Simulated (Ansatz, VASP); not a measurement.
**Zr2In2O3 in VASP and in Ansatz**

```
Zr In O
1.0
     2.57476    1.48654    4.14035
    -2.57476    1.48654    4.14035
     0.00000   -2.97308    4.14035
Zr In O
2 2 3
Direct
  0.50000 0.50000 0.50000
  0.00000 0.00000 0.00000
  0.21500 0.21500 0.21500
  0.78500 0.78500 0.78500
  0.00000 0.50000 0.50000
  0.50000 0.00000 0.50000
  0.50000 0.50000 0.00000
```

Change from the starting cell: species swapped into the Ni3Sn2S2 type (R-3m, No. 166).

Alike in both runs: task single point; functional PBE; k mesh 6 × 6 × 6; occupations gaussian, width 0.1 eV; no spin polarisation.

|  | VASP | Ansatz |
| --- | --- | --- |
| version | VASP 6.6.1 | Ansatz 0.2.0 |
| potentials or method | VASP PAW PBE potentials, release 64 (Zr_sv, In_d, O), cutoff 520 eV | scalar-relativistic, plane waves, PAW |
| valence electrons in the cell | 68 | 68 |

|  | VASP | Ansatz | Ansatz less VASP |
| --- | --- | --- | --- |
| gap on the k mesh at the Fermi level (eV) | none | none | - |
| pressure (GPa) | 16.1 | 15.8 | -0.29 |
| traceless stress, the component that is largest in VASP (GPa) | 3.01 | 2.87 | -0.145 |
| rms of the force components (eV/Å) | 0.267 | 0.243 | -0.0240 |

Atom by atom the forces differ by 0.024 eV/Å (rms over components). A gap of «none» marks a metal or a gap that the smearing closes.
